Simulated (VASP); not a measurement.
B:

```
CELL_PARAMETERS angstrom
3.33335 0.00000 0.00000
-1.66667 2.88676 0.00000
0.00000 0.00000 2.04334
ATOMIC_POSITIONS crystal
B 0.00000 0.00000 0.00000
B 0.33333 0.66667 0.50000
B 0.66667 0.33333 0.50000
```

- Program: VASP 6.6.1
- Task: relaxation of cell and atoms
- Functional: revPBE
- Potentials or basis: VASP PAW PBE potentials, release 64 (B)
- Cutoff: 600 eV
- k mesh: 11 × 11 × 15
- Occupations: fermi-dirac, width 0.1 eV
- Spin: no spin polarisation

At the start: pressure -10.3 GPa; volume 6.55 Å³/atom.

How do energy, volume and symmetry change on relaxing?

Over 31 steps the energy falls by 587.3 meV/atom and the volume is 6.76 Å³/atom (+3.2 %); space group P6/mmm (No. 191, to 0.05 Å).

Step by step:
```tsv
step	energy change (eV)	largest force (eV/Å)	pressure (GPa)	volume (Å³)
1	0.0000	0.0000	-10.29	19.66
2	-0.0342	0.0000	2.61	18.49
3	-0.0354	0.0000	0.42	18.66
4	-0.0374	0.0000	0.43	18.67
5	-0.0420	0.0000	0.94	18.70
6	-0.0668	0.0000	2.97	18.74
7	-0.2610	0.0000	6.81	18.75
8	-0.9827	0.0000	14.89	18.53
9	-0.1939	0.0000	71.85	17.25
10	-1.5534	0.0000	25.69	18.20
11	-1.5250	0.0000	34.79	17.98
12	-1.5659	0.0000	31.05	18.07
13	-1.5660	0.0000	31.07	18.07
14	-1.5662	0.0000	31.12	18.07
15	-1.5664	0.0000	31.22	18.08
16	-1.5668	0.0000	31.19	18.08
17	-1.5678	0.0000	31.10	18.09
18	-1.5698	0.0000	30.92	18.10
19	-1.5738	0.0000	30.52	18.12
20	-1.5817	0.0000	29.77	18.16
21	-1.5969	0.0000	28.28	18.25
22	-1.6252	0.0000	25.38	18.42
23	-1.6733	0.0000	19.86	18.76
24	-1.7372	0.0000	9.91	19.46
25	-1.7499	0.0000	-6.21	20.92
26	-1.7620	0.0000	-0.30	20.33
27	-1.7620	0.0000	0.20	20.28
28	-1.7620	0.0000	0.20	20.28
29	-1.7620	0.0000	0.22	20.29
30	-1.7620	0.0000	0.22	20.29
31	-1.7620	0.0000	0.16	20.29
```

Final structure:
```
B
1.0
     2.87422    0.00000    0.00000
    -1.43711    2.48915    0.00000
     0.00000    0.00000    2.83619
B
3
Cartesian
  0.0000 0.0000 0.0000
  0.0000 1.6594 1.4181
  1.4371 0.8297 1.4181
```

Caveat: the PAW data sets were made with another functional, which shifts forces and pressure a little.
